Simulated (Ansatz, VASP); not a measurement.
Cr in VASP and in Ansatz

```
Cr
1.0
    -1.43468    1.43468    1.43468
     1.43468   -1.43468    1.43468
     1.43468    1.43468   -1.43468
Cr
1
Cartesian
  0.0000 0.0000 0.0000
```

Alike in both runs: task single point; functional PBEsol; k mesh 20 × 20 × 20; occupations gaussian, width 0.1 eV; no spin polarisation.

```csv
,VASP,Ansatz
version,VASP 6.6.1,Ansatz 0.2.0
potentials or method,"VASP PAW PBE potentials, release 64 (Cr_pv), cutoff 520 eV","scalar-relativistic, plane waves, PAW"
valence electrons in the cell,12,14
```

|  | VASP | Ansatz | Ansatz less VASP |
| --- | --- | --- | --- |
| gap on the k mesh at the Fermi level (eV) | none | none | - |
| pressure (GPa) | -15.0 | -14.5 | +0.49 |

VASP's potentials were made for PBE, not for PBEsol. A gap of «none» marks a metal or a gap that the smearing closes. With one functional, cell and mesh, what is left measures potentials, basis and numerics. VASP's potentials hold 12 valence electrons a cell and Ansatz's 14, so a difference there can come from the potentials and not from the codes.
